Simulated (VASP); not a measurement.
Set up this calculation in VASP 6.6.1, as the native input.

```
Task                   : single point
Functional             : PBEsol
Dispersion             : D3(BJ)
Potentials or basis    : VASP PAW PBE potentials, release 64 (Cs_sv)
Cutoff                 : 520 eV
k mesh                 : 6 × 6 × 6
Occupations            : fermi-dirac, width 0.2 eV
Spin                   : no spin polarisation
Dipole correction      : no
Further INCAR settings : ALGO = Normal; EDIFF = 1e-06; NBANDS = 10
```

The structure of Cs lies in POSCAR:

```
Cs
1.0
   -2.6939401659      2.6939401659      4.0135993881
    2.6939401659     -2.6939401659      4.0135993881
    2.6939401659      2.6939401659     -4.0135993881
Cs
1
Direct
    0.0000000000      0.0000000000      0.0000000000
```

The input as run:

INCAR

```
PREC = Accurate
ENCUT = 520
EDIFF = 1E-6
ISMEAR = -1
SIGMA = 0.2
LREAL = False
LASPH = True
NELM = 80
ALGO = Normal
ISIF = 2
LWAVE = False
LCHARG = True
GGA = PS
IVDW = 12
LELF = True
LVHAR = True
NBANDS = 10
```

KPOINTS

```
Automatic mesh
0
Gamma
  6 6 6
```

Potentials or basis: VASP PAW PBE potentials, release 64 (Cs_sv).

Launch:

```sh
$ cat potpaw_PBE.64/Cs_sv/POTCAR > POTCAR
$ mpirun -np 1 vasp_std > vasp.out
```

Results of the run:

```yaml
Pressure: -0.3 GPa
Band_gap_on_the_k_mesh: zero (an odd number of electrons rules out a gap without spin polarisation)
Dispersion_energy_per_atom: -0.112 eV
```

Caveat: three body term missing; the PAW data sets were made with another functional, which shifts forces and pressure a little; spin-orbit coupling is left out, which moves the levels of the heavy elements.

Wall time 55 s on 1 thread of Intel Xeon 8259CL (shared host), peak memory 0.26 GiB.
